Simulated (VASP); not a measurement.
# Ca2Ir (Fm-3m) in VASP: further runs, part 2 of 3

VASP 6.6.1.

### Step 3. Single point, PBE

This run uses another cell than the first one, of 26.96 Å³/atom.

File INCAR:

```
SYSTEM = Ca2Ir
PREC = Accurate
ENCUT = 520
EDIFF = 1E-7
ISMEAR = 0
SIGMA = 0.1
LREAL = .FALSE.
LASPH = .TRUE.
NELM = 80
ALGO = Normal
ISIF = 2
LWAVE = .FALSE.
LCHARG = .FALSE.
GGA = PE
NBANDS = 22
```

File KPOINTS:

```
Automatic mesh
0
G
  6 6 6
  0 0 0
```

File POSCAR:

```
Ca2Ir
1.0
    0.0000000000      3.4325930886      3.4325930886
    3.4325930886      0.0000000000      3.4325930886
    3.4325930886      3.4325930886      0.0000000000
Ca Ir
2 1
Direct
    0.2500000000      0.2500000000      0.2500000000
    0.7500000000      0.7500000000      0.7500000000
    0.0000000000      0.0000000000      0.0000000000
```

Potentials or basis: VASP PAW PBE potentials, release 64 (Ca_sv, Ir).

Run with:

```bash
> cat potpaw_PBE.64/Ca_sv/POTCAR potpaw_PBE.64/Ir/POTCAR > POTCAR
> mpirun -np 1 vasp_std > vasp.out
```

OUTCAR:

```text
SYSTEM = Ca2Ir
   PREC = Accurate
   ENCUT = 520
   EDIFF = 1E-7
   ISMEAR = 0
   LREAL = .FALSE.
   LASPH = .TRUE.
   NELM = 80
   ISIF = 2
   GGA = PE

 ion  position               nearest neighbor table
   1  0.250  0.250  0.250-   3 2.97   3 2.97   3 2.97   3 2.97
   2  0.750  0.750  0.750-   3 2.97   3 2.97   3 2.97   3 2.97
   3  0.000  0.000  0.000-   2 2.97   2 2.97   2 2.97   1 2.97   2 2.97   1 2.97   1 2.97   1 2.97

  LATTYP: Found a face centered cubic cell.
 ALAT       =     6.8651861772

  Lattice vectors:

 A1 = (   0.0000000000,   3.4325930886,   3.4325930886)
 A2 = (   3.4325930886,   0.0000000000,   3.4325930886)
 A3 = (   3.4325930886,   3.4325930886,   0.0000000000)

Analysis of symmetry for initial positions (statically):
=====================================================================
 Subroutine PRICEL returns:
 Original cell was already a primitive cell.

 Routine SETGRP: Setting up the symmetry group for a
 face centered cubic supercell.

 Subroutine GETGRP returns: Found 48 space group operations
 (whereof 48 operations were pure point group operations)
 out of a pool of 48 trial point group operations.

The static configuration has the point symmetry O_h .

Analysis of symmetry for dynamics (positions and initial velocities):
=====================================================================
 Subroutine PRICEL returns:
 Original cell was already a primitive cell.

 Routine SETGRP: Setting up the symmetry group for a
 face centered cubic supercell.

 Subroutine GETGRP returns: Found 48 space group operations
 (whereof 48 operations were pure point group operations)
 out of a pool of 48 trial point group operations.

The dynamic configuration has the point symmetry O_h .

 Subroutine INISYM returns: Found 48 space group operations
 (whereof 48 operations are pure point group operations),
 and found     1 'primitive' translations

----------------------------------------------------------------------------------------

                                     Primitive cell

  volume of cell :      80.8904

  direct lattice vectors                    reciprocal lattice vectors
     0.000000000  3.432593089  3.432593089    -0.145662474  0.145662474  0.145662474
     3.432593089  0.000000000  3.432593089     0.145662474 -0.145662474  0.145662474
     3.432593089  3.432593089  0.000000000     0.145662474  0.145662474 -0.145662474

  length of vectors
     4.854419700  4.854419700  4.854419700     0.252294805  0.252294805  0.252294805

  position of ions in fractional coordinates (direct lattice)
     0.250000000  0.250000000  0.250000000
     0.750000000  0.750000000  0.750000000
     0.000000000  0.000000000  0.000000000

  ion indices of the primitive-cell ions
   primitive index   ion index
                 1           1
                 2           2
                 3           3

----------------------------------------------------------------------------------------

 KPOINTS: Automatic mesh

Automatic generation of k-mesh.
 Grid dimensions read from file:
 generate k-points for:    6    6    6

 Generating k-lattice:

  Cartesian coordinates                     Fractional coordinates (reciprocal lattice)
    -0.024277079  0.024277079  0.024277079     0.166666667  0.000000000  0.000000000
     0.024277079 -0.024277079  0.024277079     0.000000000  0.166666667  0.000000000
     0.024277079  0.024277079 -0.024277079     0.000000000  0.000000000  0.166666667

  Length of vectors
     0.042049134  0.042049134  0.042049134

  Shift w.r.t. Gamma in fractional coordinates (k-lattice)
     0.000000000  0.000000000  0.000000000

 Subroutine IBZKPT returns following result:
 ===========================================

 Found     16 irreducible k-points:

 Following reciprocal coordinates:
            Coordinates               Weight
  0.000000  0.000000  0.000000      1.000000
  0.166667  0.000000  0.000000      8.000000
  0.333333  0.000000  0.000000      8.000000
  0.500000  0.000000  0.000000      4.000000
  0.166667  0.166667  0.000000      6.000000
  0.333333  0.166667  0.000000     24.000000
[... 8 lines left out ...]
 -0.333333  0.333333  0.166667     24.000000
 -0.333333  0.500000  0.166667     12.000000
   k-points           NKPTS =     16   k-points in BZ     NKDIM =     16   number of bands    NBANDS=     22
   number of dos      NEDOS =    301   number of ions     NIONS =      3
   total plane-waves  NPLWV =  46656
   dimension x,y,z NGX =    36 NGY =   36 NGZ =   36
   dimension x,y,z NGXF=    72 NGYF=   72 NGZF=   72
   ions per type =               2   1
   NGX,Y,Z   is equivalent  to a cutoff of  12.33, 12.33, 12.33 a.u.
   NGXF,Y,Z  is equivalent  to a cutoff of  24.66, 24.66, 24.66 a.u.
 SYSTEM =  Ca2Ir
   PREC   = accura    normal or accurate (medium, high low for compatibility)
   ISTART =      0    job   : 0-new  1-cont  2-samecut
   ICHARG =      2    charge: 1-file 2-atom 10-const
   ISPIN  =      1    spin polarized calculation?
   LNONCOLLINEAR =      F non collinear calculations
   LSORBIT =      F    spin-orbit coupling
   LASPH  =      T    aspherical Exc in radial PAW
   ENCUT  =  520.0 eV  38.22 Ry    6.18 a.u.   9.03  9.03  9.03*2*pi/ulx,y,z
   NELM   =     80;   NELMIN=  2; NELMDL= -5     # of ELM steps
   EDIFF  = 0.1E-06   stopping-criterion for ELM
   LREAL  =      F    real-space projection
   EDIFFG = 0.1E-05   stopping-criterion for IOM
   NSW    =      0    number of steps for IOM
   IBRION =     -1    ionic relax: 0-MD 1-quasi-New 2-CG
   NFREE  =      0    steps in history (QN), initial steepest desc. (CG)
   ISIF   =      2    stress and relaxation
   ISYM   =      2    0-nonsym 1-usesym 2-fastsym
   POTIM  = 0.5000    time-step for ionic-motion
   TEBEG  =    0.0;   TEEND  =   0.0 temperature during run
   PSTRESS=    0.0 pullay stress
   NELECT =      29.0000    total number of electrons
   NUPDOWN=      -1.0000    fix difference up-down
   EMIN   =  10.00;   EMAX   =-10.00  energy-range for DOS
   EFERMI =   0.00;   METHOD = LEGACY
   ISMEAR =     0;   SIGMA  =   0.10  broadening in eV -4-tet -1-fermi 0-gaus
   EFERMI_NEDOS =   21; number of points for ismear=-14 and -15
   IALGO  =     38    algorithm
   IMIX   =      4    mixing-type and parameters
     AMIX     =   0.40;   BMIX     =  1.00
     AMIX_MAG =   1.60;   BMIX_MAG =  1.00
  volume/ion in A,a.u.               =      26.96       181.96
  Fermi-wavevector in a.u.,A,eV,Ry     =   1.162988  2.197728 18.402434  1.352541
  Thomas-Fermi vector in A             =   2.299543
   LORBIT       =      0    0 simple, 1 ext, 2 COOP (PROOUT), +10 PAW based schemes
   GGA     = PE    functional components
   LHFCALC =     F    Hartree Fock is set to
   AEXX    =    0.0000 exact exchange contribution
   IVDW    =     0    specifies the selected vdW correction
   LEPSILON=     F    determine dielectric tensor
   LRPA    =     F    only Hartree local field effects (RPA)
 non-spin polarized calculation
 Gauss-broadening in eV      SIGMA  =   0.10
  energy-cutoff  :      520.00
  volume of cell :       80.89
 maximum number of plane-waves:      2200
   NGX = 17   NGY = 17   NGZ = 17

 number of electron      29.0000007 magnetization

 Free energy of the ion-electron system (eV)
  ---------------------------------------------------
  ext. energy  EPLUGINS =         0.00000000
  ---------------------------------------------------
  free energy    TOTEN  =       -13.34785480 eV

  energy without entropy =      -13.33648680  energy(sigma->0) =      -13.34217080

 E-fermi :   3.1530     XC(G=0):  -9.3638

 val. band max:        3.1325921431   @ k =  -0.3333   0.5000   0.1667
 cond. band min:       3.2181139782   @ k =   0.5000   0.3333   0.1667
 fundamental gap:      0.0855218351
 Fermi energy:         3.1529754497

 k-point     1 :       0.0000    0.0000    0.0000
  band No.  band energies     occupation
      1     -37.2372      2.00000
      2     -37.1606      2.00000
      3     -18.3730      2.00000
      4     -18.3730      2.00000
      5     -18.3730      2.00000
      6     -18.1502      2.00000
[... 14 lines left out ...]
     21       9.0425      0.00000
     22       9.0425      0.00000
[... 352 lines left out ...]
  band No.  band energies     occupation
      1     -37.2038      2.00000
      2     -37.1916      2.00000
      3     -18.4413      2.00000
      4     -18.4110      2.00000
      5     -18.3327      2.00000
      6     -18.1985      2.00000
[... 14 lines left out ...]
     21       7.4879      0.00000
     22       7.7348      0.00000

------------------------ aborting loop because EDIFF is reached ----------------------------------------

  FORCE on cell =-STRESS in cart. coord.  units (eV):
  Direction    XX          YY          ZZ          XY          YZ          ZX
  --------------------------------------------------------------------------------------
  -------------------------------------------------------------------------------------
  Total        0.2273166      0.2273166      0.2273166     -0.0000000      0.0000000      0.0000000
  in kB        4.5024062      4.5024062      4.5024062     -0.0000000      0.0000000      0.0000000
  external PRESSURE =       4.5024062 kB  Pullay stress =       0.0000000 kB

 VOLUME and BASIS-vectors are now :
 -----------------------------------------------------------------------------
  energy-cutoff  :      520.00
  volume of cell :       80.89
      direct lattice vectors                 reciprocal lattice vectors
     0.000000000  3.432593089  3.432593089    -0.145662474  0.145662474  0.145662474
     3.432593089  0.000000000  3.432593089     0.145662474 -0.145662474  0.145662474
     3.432593089  3.432593089  0.000000000     0.145662474  0.145662474 -0.145662474

 POSITION                                       TOTAL-FORCE (eV/Angst)
 -----------------------------------------------------------------------------------
      1.71630      1.71630      1.71630        -0.000000     -0.000000     -0.000000
      5.14889      5.14889      5.14889         0.000000      0.000000      0.000000
      0.00000      0.00000      0.00000         0.000000      0.000000      0.000000
 -----------------------------------------------------------------------------------
    total drift:                                0.000000      0.000000      0.000000

  FREE ENERGIE OF THE ION-ELECTRON SYSTEM (eV)
  ---------------------------------------------------
  free  energy   TOTEN  =       -13.3478547965 eV

  energy  without entropy=      -13.3364868048  energy(sigma->0) =      -13.34217080
```

Run time: 59 s. Hardware: 1 thread of AMD EPYC 7R13, shared host; peak memory 0.18 GiB.

What came out:

```
Free energy            : -13.3479 eV
Pressure               : 0.5 GPa
Band gap on the k mesh : zero (an odd number of electrons rules out a gap without spin polarisation)
```

Caveat: spin-orbit coupling is left out, which moves the levels of the heavy elements.

### Step 4. Single point, PBE, collinear spin

This run uses another cell than the first one, of 26.96 Å³/atom.

File INCAR:

```
  ALGO = Fast
  EDIFF = 1E-6
  ENCUT = 520
  GGA = PE
  ISIF = 2
  ISMEAR = 0
  ISPIN = 2
  LASPH = T
  LCHARG = T
  LELF = T
  LMAXMIX = 4
  LORBIT = 11
  LREAL = F
  LVHAR = T
  LWAVE = F
  MAGMOM = 0 0 1
  NBANDS = 26
  NELM = 150
  PREC = Accurate
  SIGMA = 0.1
```

File KPOINTS:

```
k-points
0
Gamma
  4 4 4
```

POSCAR is that of step 3.

Potentials or basis: VASP PAW PBE potentials, release 64 (Ca_sv, Ir).

Run with:

```bash
> cat potpaw_PBE.64/Ca_sv/POTCAR potpaw_PBE.64/Ir/POTCAR > POTCAR
> mpirun -np 1 vasp_std > vasp.out
```

OUTCAR:

```text
EDIFF = 1E-6
   ENCUT = 520
   GGA = PE
   ISIF = 2
   ISMEAR = 0
   ISPIN = 2
   LASPH = T
   LORBIT = 11
   LREAL = F
   NELM = 150
   PREC = Accurate

 ion  position               nearest neighbor table
   1  0.250  0.250  0.250-   3 2.97   3 2.97   3 2.97   3 2.97
   2  0.750  0.750  0.750-   3 2.97   3 2.97   3 2.97   3 2.97
   3  0.000  0.000  0.000-   2 2.97   2 2.97   2 2.97   1 2.97   2 2.97   1 2.97   1 2.97   1 2.97

  LATTYP: Found a face centered cubic cell.
 ALAT       =     6.8651861772

  Lattice vectors:

 A1 = (   0.0000000000,   3.4325930886,   3.4325930886)
 A2 = (   3.4325930886,   0.0000000000,   3.4325930886)
 A3 = (   3.4325930886,   3.4325930886,   0.0000000000)

Analysis of symmetry for initial positions (statically):
=====================================================================
 Subroutine PRICEL returns:
 Original cell was already a primitive cell.

 Routine SETGRP: Setting up the symmetry group for a
[... 644 lines left out ...]
     26      10.0438      0.00000

------------------------ aborting loop because EDIFF is reached ----------------------------------------

  FORCE on cell =-STRESS in cart. coord.  units (eV):
  Direction    XX          YY          ZZ          XY          YZ          ZX
  --------------------------------------------------------------------------------------
  -------------------------------------------------------------------------------------
  Total        0.3179743      0.3179743      0.3179743     -0.0000000      0.0000000     -0.0000000
  in kB        6.2980431      6.2980431      6.2980431     -0.0000000      0.0000000     -0.0000000
  external PRESSURE =       6.2980431 kB  Pullay stress =       0.0000000 kB

 VOLUME and BASIS-vectors are now :
 -----------------------------------------------------------------------------
  energy-cutoff  :      520.00
  volume of cell :       80.89
      direct lattice vectors                 reciprocal lattice vectors
     0.000000000  3.432593089  3.432593089    -0.145662474  0.145662474  0.145662474
     3.432593089  0.000000000  3.432593089     0.145662474 -0.145662474  0.145662474
     3.432593089  3.432593089  0.000000000     0.145662474  0.145662474 -0.145662474

 POSITION                                       TOTAL-FORCE (eV/Angst)
 -----------------------------------------------------------------------------------
      1.71630      1.71630      1.71630        -0.000000     -0.000000     -0.000000
      5.14889      5.14889      5.14889         0.000000     -0.000000      0.000000
      0.00000      0.00000      0.00000        -0.000000      0.000000     -0.000000
 -----------------------------------------------------------------------------------
    total drift:                                0.000000      0.000000      0.000000

  FREE ENERGIE OF THE ION-ELECTRON SYSTEM (eV)
  ---------------------------------------------------
  free  energy   TOTEN  =       -13.3410805432 eV

  energy  without entropy=      -13.3351097088  energy(sigma->0) =      -13.33809513

 total charge

# of ion       s       p       d       tot
------------------------------------------
    1        2.080   5.840   0.287   8.207
    2        2.080   5.840   0.287   8.207
    3        0.783   0.129   7.353   8.265
--------------------------------------------------
tot          4.943  11.808   7.928  24.679

 magnetization (x)

# of ion       s       p       d       tot
------------------------------------------
    1       -0.000  -0.000  -0.000  -0.000
    2       -0.000  -0.000  -0.000  -0.000
    3        0.000  -0.000   0.000   0.000
--------------------------------------------------
tot         -0.000  -0.000   0.000   0.000
```

stdout:

```text
POSCAR found type information on POSCAR CaIr
 POSCAR found :  2 types and       3 ions
 scaLAPACK will be used
 LDA part: xc-table for (Slater+PW92), standard interpolation
 POSCAR, INCAR and KPOINTS ok, starting setup
 FFT: planning ... GRIDC
 FFT: planning ... GRID_SOFT
 FFT: planning ... GRID
 WAVECAR not read
 entering main loop
WARNING in EDDRMM: call to ZHEGV failed, returncode =   6  3     15
```

Run time: 1.7 min. Hardware: 1 thread of AMD EPYC 7R13, shared host; peak memory 0.22 GiB.

Results:

- Free energy: -13.3411 eV
- Pressure: 0.6 GPa
- Net moment: 0.00 μB per cell
- Valence electrons inside the program's atomic spheres: Ca 8.21; Ir 8.27

Caveat: the k points lie up to 0.40 Å⁻¹ apart; spin-orbit coupling is left out, which moves the levels of the heavy elements.

### Step 5. Relaxation of cell and atoms, PBE

File INCAR:

```
ALGO = Fast
EDIFF = 1E-6
EDIFFG = -0.04
ENCUT = 600
GGA = PE
IBRION = 2
ISIF = 3
ISMEAR = 0
LASPH = T
LCHARG = F
LREAL = F
LWAVE = F
NELM = 100
NSW = 90
PREC = Accurate
SIGMA = 0.1
```

File KPOINTS:

```
k-points
0
Gamma
  6 6 6
```

File POSCAR:

```
Ca2Ir
1.0
    0.0000000000      2.9963092200      2.9963092200
    2.9963092200      0.0000000000      2.9963092200
    2.9963092200      2.9963092200      0.0000000000
Ca Ir
2 1
Direct
    0.2500000000      0.2500000000      0.2500000000
    0.7500000000      0.7500000000      0.7500000000
    0.0000000000      0.0000000000      0.0000000000
```

Run with:

```bash
> cat potpaw_PBE.64/Ca_sv/POTCAR potpaw_PBE.64/Ir/POTCAR > POTCAR
> mpirun -np 1 vasp_std > vasp.out
```

It took 7 min on 1 thread of AMD EPYC 7R13, shared host; peak memory 0.19 GiB.

Results (log left out):

| Property | Result |
| --- | --- |
| Free energy | -13.3408 eV |
| Relaxed volume | 27.33 Å³/atom |
| Relaxed cell | a = 4.876 Å, b = 4.876 Å, c = 4.876 Å, α = 60.00°, β = 60.00°, γ = 60.00° |
| Space group after relaxing (to 0.1 Å) | Fm-3m (No. 225) |
| Energy gained by relaxing | 929.3 meV/atom |
| Ionic steps | 4 |
| Pressure after relaxing | -0.2 GPa |
| Band gap on the k mesh | zero (an odd number of electrons rules out a gap without spin polarisation) |

Step by step:
```csv
step,energy change (eV),largest force (eV/Å),pressure (GPa),volume (Å³)
1,0.0000,0.0000,45.50,53.80
2,-2.1165,0.0000,-7.04,103.99
3,-2.7624,0.0000,0.60,80.64
4,-2.7878,0.0000,-0.19,81.98
```

Final structure:
```
Ca Ir
1.0
     0.00000    3.44791    3.44791
     3.44791    0.00000    3.44791
     3.44791    3.44791    0.00000
Ca Ir
2 1
Direct
  0.25000 0.25000 0.25000
  0.75000 0.75000 0.75000
  0.00000 0.00000 0.00000
```

Levels at points of the mesh, in eV from the Fermi level:
| k point | band 12 | band 13 | band 14 | band 15 | band 16 | band 17 |
| --- | --- | --- | --- | --- | --- | --- |
| (0.00, 0.00, 0.00) | -1.21 | -1.21 | -1.21 | 1.14 | 1.14 | 1.14 |
| (0.50, 0.00, 0.00) | -1.35 | -1.19 | -1.19 | -1.05 | 1.97 | 1.97 |
| (0.50, 0.50, 0.00) | -1.16 | -1.16 | -0.85 | -0.84 | 2.47 | 2.48 |

Caveat: the volume moved by over 15 % at a fixed basis, so the end points are rough; spin-orbit coupling is left out, which moves the levels of the heavy elements.

(Part 2 of 3 ends here.)

The gap in the log of VASP goes by the Fermi energy; the results here count the filled bands.